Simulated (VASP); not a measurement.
# AlAs (F-43m) in VASP: notebook

Runs on AlAs. Level: PBE. Tasks: single point.

Program: VASP 6.6.1. These are calculated values, not measurements. Logs are shortened: lines on timing, memory, paths and dates and some standing lists are left out, and cuts for length are marked.

**1. The cell of the first run**

The structure is cubic, space group F-43m (No. 216). Conventional cell: a = 5.913 Å, b = 5.913 Å, c = 5.913 Å, α = 90.00°, β = 90.00°, γ = 90.00°. Al (site symmetry -43m) has 4 As at 2.56 Å within 3.4 Å. As (site symmetry -43m) has 4 Al at 2.56 Å within 3.4 Å.

**2. Single point, PBE**

INCAR reads:

```
PREC = Accurate ; ENCUT = 500
EDIFF = 1E-6 ; ISMEAR = 0
SIGMA = 0.02 ; LREAL = F
LASPH = T ; NELM = 120
ALGO = Normal ; ISIF = 2
LWAVE = F ; LCHARG = F
GGA = PE ; NBANDS = 11
GGA_COMPAT = F
```

KPOINTS reads:

```
Automatic mesh
0
Gamma
  8 8 8
```

POSCAR reads:

```
AlAs
1.0
    0.0000000000      2.9562506176      2.9562506176
    2.9562506176      0.0000000000      2.9562506176
    2.9562506176      2.9562506176      0.0000000000
Al As
1 1
Direct
    0.0000000000      0.0000000000      0.0000000000
    0.2500000000      0.2500000000      0.2500000000
```

Potentials or basis: VASP PAW PBE potentials, release 64 (Al, As).

Started as:

```console
$ cat potpaw_PBE.64/Al/POTCAR potpaw_PBE.64/As/POTCAR > POTCAR
$ mpirun -np 1 vasp_std > vasp.out
```

OUTCAR:

```text
PREC = Accurate
   ENCUT = 500
   EDIFF = 1E-6
   ISMEAR = 0
   LREAL = F
   LASPH = T
   NELM = 120
   ISIF = 2
   GGA = PE

 ion  position               nearest neighbor table
   1  0.000  0.000  0.000-   2 2.56   2 2.56   2 2.56   2 2.56
   2  0.250  0.250  0.250-   1 2.56   1 2.56   1 2.56   1 2.56

  LATTYP: Found a face centered cubic cell.
 ALAT       =     5.9125012352

  Lattice vectors:

 A1 = (   0.0000000000,   2.9562506176,   2.9562506176)
 A2 = (   2.9562506176,   0.0000000000,   2.9562506176)
 A3 = (   2.9562506176,   2.9562506176,   0.0000000000)

Analysis of symmetry for initial positions (statically):
=====================================================================
 Subroutine PRICEL returns:
 Original cell was already a primitive cell.

 Routine SETGRP: Setting up the symmetry group for a
 face centered cubic supercell.

 Subroutine GETGRP returns: Found 24 space group operations
 (whereof 24 operations were pure point group operations)
 out of a pool of 48 trial point group operations.

The static configuration has the point symmetry T_d .

Analysis of symmetry for dynamics (positions and initial velocities):
=====================================================================
 Subroutine PRICEL returns:
 Original cell was already a primitive cell.

 Routine SETGRP: Setting up the symmetry group for a
 face centered cubic supercell.

 Subroutine GETGRP returns: Found 24 space group operations
 (whereof 24 operations were pure point group operations)
 out of a pool of 48 trial point group operations.

The dynamic configuration has the point symmetry T_d .

 Subroutine INISYM returns: Found 24 space group operations
 (whereof 24 operations are pure point group operations),
 and found     1 'primitive' translations

----------------------------------------------------------------------------------------

                                     Primitive cell

  volume of cell :      51.6718

  direct lattice vectors                    reciprocal lattice vectors
     0.000000000  2.956250618  2.956250618    -0.169133157  0.169133157  0.169133157
     2.956250618  0.000000000  2.956250618     0.169133157 -0.169133157  0.169133157
     2.956250618  2.956250618  0.000000000     0.169133157  0.169133157 -0.169133157

  length of vectors
     4.180769717  4.180769717  4.180769717     0.292947221  0.292947221  0.292947221

  position of ions in fractional coordinates (direct lattice)
     0.000000000  0.000000000  0.000000000
     0.250000000  0.250000000  0.250000000

[... 79 lines left out ...]
   NSW    =      0    number of steps for IOM
   IBRION =     -1    ionic relax: 0-MD 1-quasi-New 2-CG
   NFREE  =      0    steps in history (QN), initial steepest desc. (CG)
   ISIF   =      2    stress and relaxation
   ISYM   =      2    0-nonsym 1-usesym 2-fastsym
   POTIM  = 0.5000    time-step for ionic-motion
   TEBEG  =    0.0;   TEEND  =   0.0 temperature during run
   PSTRESS=    0.0 pullay stress
   NELECT =       8.0000    total number of electrons
   NUPDOWN=      -1.0000    fix difference up-down
   EMIN   =  10.00;   EMAX   =-10.00  energy-range for DOS
   EFERMI =   0.00;   METHOD = LEGACY
   ISMEAR =     0;   SIGMA  =   0.02  broadening in eV -4-tet -1-fermi 0-gaus
   EFERMI_NEDOS =   21; number of points for ismear=-14 and -15
   IALGO  =     38    algorithm
   IMIX   =      4    mixing-type and parameters
     AMIX     =   0.40;   BMIX     =  1.00
     AMIX_MAG =   1.60;   BMIX_MAG =  1.00
  volume/ion in A,a.u.               =      25.84       174.35
  Fermi-wavevector in a.u.,A,eV,Ry     =   0.879063  1.661189 10.513938  0.772753
  Thomas-Fermi vector in A             =   1.999236
   LORBIT       =      0    0 simple, 1 ext, 2 COOP (PROOUT), +10 PAW based schemes
   GGA     = PE    functional components
   LHFCALC =     F    Hartree Fock is set to
   AEXX    =    0.0000 exact exchange contribution
   IVDW    =     0    specifies the selected vdW correction
   LEPSILON=     F    determine dielectric tensor
   LRPA    =     F    only Hartree local field effects (RPA)
 non-spin polarized calculation
 Gauss-broadening in eV      SIGMA  =   0.02
  energy-cutoff  :      500.00
  volume of cell :       51.67
 maximum number of plane-waves:      1363
   NGX = 15   NGY = 15   NGZ = 15

 number of electron       8.0000001 magnetization

 Free energy of the ion-electron system (eV)
  ---------------------------------------------------
  ext. energy  EPLUGINS =         0.00000000
  ---------------------------------------------------
  free energy    TOTEN  =        -9.30924100 eV

  energy without entropy =       -9.30924100  energy(sigma->0) =       -9.30924100

 E-fermi :   2.9744     XC(G=0):  -8.5424

 val. band max:        2.8465993220   @ k =   0.0000   0.0000   0.0000
 cond. band min:       3.9144007114   @ k =   0.0000   0.0000   0.0000
 fundamental gap:      1.0678013894
 Fermi energy:         2.9743739252

 k-point     1 :       0.0000    0.0000    0.0000
  band No.  band energies     occupation
      1      -8.3428      2.00000
      2       2.8466      2.00000
      3       2.8466      2.00000
      4       2.8466      2.00000
      5       3.9144      0.00000
      6       6.9136      0.00000
      7       6.9136      0.00000
      8       6.9136      0.00000
      9      11.0532      0.00000
     10      11.6035      0.00000
     11      11.6035      0.00000
[... 309 lines left out ...]
 k-point    24 :      -0.3750    0.2500    0.1250
  band No.  band energies     occupation
      1      -6.9972      2.00000
      2      -1.9720      2.00000
      3       0.4763      2.00000
      4       1.5140      2.00000
      5       6.1408      0.00000
      6       6.9868      0.00000
      7       9.0084      0.00000
      8       9.9572      0.00000
      9      10.7229      0.00000
     10      13.2967      0.00000
     11      14.3881      0.00000

 [... further k-points ...]
[... 5 lines left out ...]
  --------------------------------------------------------------------------------------
  -------------------------------------------------------------------------------------
  Total       -1.6414780     -1.6414780     -1.6414780      0.0000000     -0.0000000      0.0000000
  in kB      -50.8969687    -50.8969687    -50.8969687      0.0000000     -0.0000000      0.0000000
  external PRESSURE =     -50.8969687 kB  Pullay stress =       0.0000000 kB

 VOLUME and BASIS-vectors are now :
 -----------------------------------------------------------------------------
  energy-cutoff  :      500.00
  volume of cell :       51.67
      direct lattice vectors                 reciprocal lattice vectors
     0.000000000  2.956250618  2.956250618    -0.169133157  0.169133157  0.169133157
     2.956250618  0.000000000  2.956250618     0.169133157 -0.169133157  0.169133157
     2.956250618  2.956250618  0.000000000     0.169133157  0.169133157 -0.169133157

 POSITION                                       TOTAL-FORCE (eV/Angst)
 -----------------------------------------------------------------------------------
      0.00000      0.00000      0.00000         0.000000      0.000000      0.000000
      1.47813      1.47813      1.47813        -0.000000     -0.000000     -0.000000
 -----------------------------------------------------------------------------------
    total drift:                                0.000000      0.000000      0.000000

  FREE ENERGIE OF THE ION-ELECTRON SYSTEM (eV)
  ---------------------------------------------------
  free  energy   TOTEN  =        -9.3092410046 eV

  energy  without entropy=       -9.3092410046  energy(sigma->0) =       -9.30924100
```

OSZICAR:

```text
N       E                     dE             d eps       ncg     rms          rms(c)
DAV:   1     0.127152086486E+02    0.12715E+02   -0.27277E+03   638   0.512E+02
DAV:   2    -0.850925393405E+01   -0.21224E+02   -0.19909E+02   845   0.811E+01
DAV:   3    -0.949912452866E+01   -0.98987E+00   -0.98780E+00   809   0.176E+01
DAV:   4    -0.950753362268E+01   -0.84091E-02   -0.84085E-02   734   0.197E+00
DAV:   5    -0.950769947720E+01   -0.16585E-03   -0.16585E-03   815   0.275E-01    0.287E+00
DAV:   6    -0.933084458379E+01    0.17685E+00   -0.37995E-01   701   0.210E+00    0.164E+00
DAV:   7    -0.930818293636E+01    0.22662E-01   -0.14425E-01   727   0.144E+00    0.654E-01
DAV:   8    -0.930898224917E+01   -0.79931E-03   -0.11139E-02   695   0.473E-01    0.124E-01
DAV:   9    -0.930904946398E+01   -0.67215E-04   -0.49214E-04   752   0.115E-01    0.716E-02
DAV:  10    -0.930923667882E+01   -0.18721E-03   -0.29107E-04   697   0.861E-02    0.119E-02
DAV:  11    -0.930923967356E+01   -0.29947E-05   -0.28015E-05   789   0.208E-02    0.617E-03
DAV:  12    -0.930924081452E+01   -0.11410E-05   -0.23579E-06   707   0.834E-03    0.229E-03
DAV:  13    -0.930924100463E+01   -0.19010E-06   -0.22525E-07   443   0.227E-03
   1 F= -.93092410E+01 E0= -.93092410E+01  d E =-.124210E-21
```

Wall time 10 s (1 thread of Intel Xeon 6975P-C, shared host); peak memory 0.17 GiB.

Results:

- Free energy: -9.3092 eV
- Pressure: -5.1 GPa
- Band gap on the k mesh: 1.07 eV, direct

Levels at points of the mesh, in eV from the valence-band top:
```
           k point  band 1  band 2  band 3  band 4  band 5  band 6  band 7  band 8  band 9
(0.00, 0.00, 0.00)  -11.19    0.00    0.00    0.00    1.07    4.07    4.07    4.07    8.21
(0.50, 0.00, 0.00)  -10.05   -5.04   -0.73   -0.73    1.67    4.57    4.57    7.47   10.17
(0.50, 0.50, 0.00)   -9.62   -5.01   -1.90   -1.90    1.64    2.26    9.33    9.33   10.44
```

**3. Single point, PBE**

INCAR reads:

```
SYSTEM = AlAs
PREC = Accurate
ENCUT = 500
EDIFF = 1E-6
ISMEAR = 0
SIGMA = 0.02
LREAL = .False.
LASPH = .True.
NELM = 120
ALGO = Normal
ISIF = 2
LWAVE = .False.
LCHARG = .True.
GGA = PE
LELF = .True.
LVHAR = .True.
NBANDS = 11
GGA_COMPAT = .False.
```

KPOINTS reads:

```
regular mesh
0
Gamma
  8 8 8
  0 0 0
```

POSCAR is that of step 2.

Potentials or basis: VASP PAW PBE potentials, release 64 (Al, As).

Started as:

```console
$ cat potpaw_PBE.64/Al/POTCAR potpaw_PBE.64/As/POTCAR > POTCAR
$ mpirun -np 1 vasp_std > vasp.out
```

Run time: 12 s. Hardware: 1 thread of Intel Xeon 6975P-C, shared host; peak memory 0.17 GiB.

Results (log left out):

```yaml
Free_energy: -9.3092 eV
Pressure: -5.1 GPa
Band_gap_on_the_k_mesh: 1.07 eV, direct
```

Levels at points of the mesh, in eV from the valence-band top:
```csv
k point,band 2,band 3,band 4,band 5,band 6,band 7
"(0.00, 0.00, 0.00)",0.00,0.00,0.00,1.07,4.07,4.07
"(0.50, 0.00, 0.00)",-5.04,-0.73,-0.73,1.67,4.57,4.57
"(0.50, 0.50, 0.00)",-5.01,-1.90,-1.90,1.64,2.26,9.33
```

Expect the measured gap to be larger: semilocal functionals such as PBE lack the derivative discontinuity.

**4. Single point, PBE**

This run uses another cell than the first one, of 16.46 Å³/atom, 0.637 times its volume.

INCAR reads:

```
  ALGO = Normal
  EDIFF = 1E-6
  ENCUT = 500
  GGA = PE
  GGA_COMPAT = F
  ISIF = 2
  ISMEAR = 0
  LASPH = T
  LCHARG = F
  LREAL = F
  LWAVE = F
  NBANDS = 11
  NELM = 120
  PREC = Accurate
  SIGMA = 0.01
```

KPOINTS reads:

```
k-points
0
Gamma
  8 8 8
```

POSCAR reads:

```
AlAs
1.0
    0.0000000000      2.5438666731      2.5438666731
    2.5438666731      0.0000000000      2.5438666731
    2.5438666731      2.5438666731      0.0000000000
Al As
1 1
Direct
    0.0000000000      0.0000000000      0.0000000000
    0.7500000000      0.7500000000      0.7500000000
```

Started as:

```console
$ cat potpaw_PBE.64/Al/POTCAR potpaw_PBE.64/As/POTCAR > POTCAR
$ mpirun -np 1 vasp_std > vasp.out
```

It took 16 s on 1 thread of Intel Xeon Platinum 8488C (Sapphire Rapids), shared host; peak memory 0.16 GiB.

It converged, with:

| Quantity | Value |
| --- | --- |
| Free energy | -7.7301 eV |
| Pressure | 50.8 GPa |
| Band gap on the k mesh | 0.69 eV, indirect (least direct gap 3.67 eV) |

Levels at points of the mesh, in eV from the valence-band top:
| k point | band 1 | band 2 | band 3 | band 4 | band 5 | band 6 | band 7 | band 8 | band 9 |
| --- | --- | --- | --- | --- | --- | --- | --- | --- | --- |
| (0.00, 0.00, 0.00) | -14.03 | 0.00 | 0.00 | 0.00 | 4.80 | 4.86 | 4.86 | 4.86 | 9.63 |
| (0.50, 0.00, 0.00) | -11.73 | -7.29 | -1.06 | -1.06 | 3.45 | 4.80 | 4.80 | 8.19 | 12.94 |
| (0.50, 0.50, 0.00) | -10.82 | -6.77 | -2.98 | -2.98 | 0.69 | 2.18 | 12.74 | 12.74 | 14.41 |

**5. Single point, PBE**

This run uses another cell than the first one, of 16.46 Å³/atom, 0.637 times its volume.

INCAR reads:

```
ALGO = Normal
EDIFF = 1E-6
ENCUT = 500
GGA = PE
GGA_COMPAT = False
ISIF = 2
ISMEAR = 0
LASPH = True
LCHARG = False
LREAL = False
LWAVE = False
NBANDS = 11
NELM = 120
PREC = Accurate
SIGMA = 0.01
```

KPOINTS reads:

```
k-points
0
Gamma
  10 10 10
```

POSCAR is that of step 4.

Started as:

```console
$ cat potpaw_PBE.64/Al/POTCAR potpaw_PBE.64/As/POTCAR > POTCAR
$ mpirun -np 1 vasp_std > vasp.out
```

Wall time 22 s (1 thread of Intel Xeon Platinum 8488C (Sapphire Rapids), shared host); peak memory 0.16 GiB.

Results (log left out):

```yaml
Free_energy: -7.7321 eV
Pressure: 50.8 GPa
Band_gap_on_the_k_mesh: 0.69 eV, indirect (least direct gap 3.67 eV)
```

Levels at points of the mesh, in eV from the valence-band top:
| k point | band 2 | band 3 | band 4 | band 5 | band 6 | band 7 |
| --- | --- | --- | --- | --- | --- | --- |
| (0.00, 0.00, 0.00) | 0.00 | 0.00 | 0.00 | 4.80 | 4.86 | 4.86 |
| (0.50, 0.00, 0.00) | -7.29 | -1.06 | -1.06 | 3.45 | 4.80 | 4.80 |
| (0.50, 0.50, 0.00) | -6.77 | -2.98 | -2.98 | 0.69 | 2.19 | 12.74 |

**6. The runs side by side**

| cell | k mesh | smearing | gap on the mesh (eV) | pressure (GPa) |
| --- | --- | --- | --- | --- |
| a = 4.181 Å, angles 60.0°, 2 atoms | 8 × 8 × 8 | gaussian 0.02 eV | 1.07 | -5.1 |
| a = 3.598 Å, angles 60.0°, 2 atoms | 8 × 8 × 8 | gaussian 0.01 eV | 0.69 | 50.8 |
| a = 3.598 Å, angles 60.0°, 2 atoms | 10 × 10 × 10 | gaussian 0.01 eV | 0.69 | 50.8 |

Alike in all rows: task single point; level PBE; potentials or basis VASP PAW PBE potentials, release 64 (Al, As); no spin polarisation; cutoff (eV) 500.

Total energies depend on the potentials used, so only differences within one code and one set of settings carry meaning.
